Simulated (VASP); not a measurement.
Here is a VASP 6.6.1 calculation.

File INCAR:

```
SYSTEM = KTaSe2
PREC = Accurate
ENCUT = 520
EDIFF = 1E-7
ISMEAR = 0
SIGMA = 0.1
LREAL = .FALSE.
LASPH = .TRUE.
NELM = 60
ALGO = Normal
ISIF = 2
LWAVE = .FALSE.
LCHARG = .FALSE.
GGA = PE
NBANDS = 24
```

KPOINTS

```
regular mesh
0
G
  4 4 4
  0 0 0
```

POSCAR

```
KTaSe2
1.0
   -3.1470552500      3.1470552500      3.1579357100
    3.1470552500     -3.1470552500      3.1579357100
    3.1470552500      3.1470552500     -3.1579357100
K Ta Se
1 1 2
Direct
    0.0000000000      0.0000000000      0.0000000000
    0.5000000000      0.5000000000      0.0000000000
    0.5000000000      0.0000000000      0.5000000000
    0.0000000000      0.5000000000      0.5000000000
```

Potentials or basis: VASP PAW PBE potentials, release 64 (K_sv, Ta_pv, Se).

Launch:

```sh
$ cat potpaw_PBE.64/K_sv/POTCAR potpaw_PBE.64/Ta_pv/POTCAR potpaw_PBE.64/Se/POTCAR > POTCAR
$ mpirun -np 1 vasp_std > vasp.out
```

(1) Predict the pressure.

(2) Estimate the band gap on the k mesh.

## Answers

(1) -6.2 GPa.

(2) zero (bands 16 and 17 overlap by 0.63 eV).

Caveat: the stress differs along the axes, from -11 to 4 GPa; spin-orbit coupling is left out, which moves the levels of the heavy elements.
